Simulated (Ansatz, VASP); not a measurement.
**One calculation of Zn, two programs**

```
Zn
1.0
     3.10283    0.00000    0.00000
     0.00000    3.10283    0.00000
     0.00000    0.00000    3.20857
Zn
2
Direct
  0.50000 0.00000 0.87428
  0.00000 0.50000 0.12572
```

Alike in both runs: task single point; functional PBE; k mesh 6 × 6 × 6; occupations gaussian, width 0.1 eV; no spin polarisation.

|  | VASP | Ansatz |
| --- | --- | --- |
| version | VASP 6.6.1 | Ansatz 0.2.0 |
| potentials or method | VASP PAW PBE potentials, release 64 (Zn), cutoff 520 eV | scalar-relativistic, plane waves, PAW |
| valence electrons in the cell | 24 | 24 |

|  | VASP | Ansatz | Ansatz less VASP |
| --- | --- | --- | --- |
| gap on the k mesh at the Fermi level (eV) | none | none | - |
| pressure (GPa) | 14.7 | 14.0 | -0.75 |
| traceless stress, the component that is largest in VASP (GPa) | -10.61 | -10.34 | +0.267 |
| rms of the force components (eV/Å) | 0.928 | 0.907 | -0.0210 |

Atom by atom the forces differ by 0.021 eV/Å (rms over components). A gap of «none» marks a metal or a gap that the smearing closes. The functional is the same, so the differences come from potentials, cutoffs and numerics.
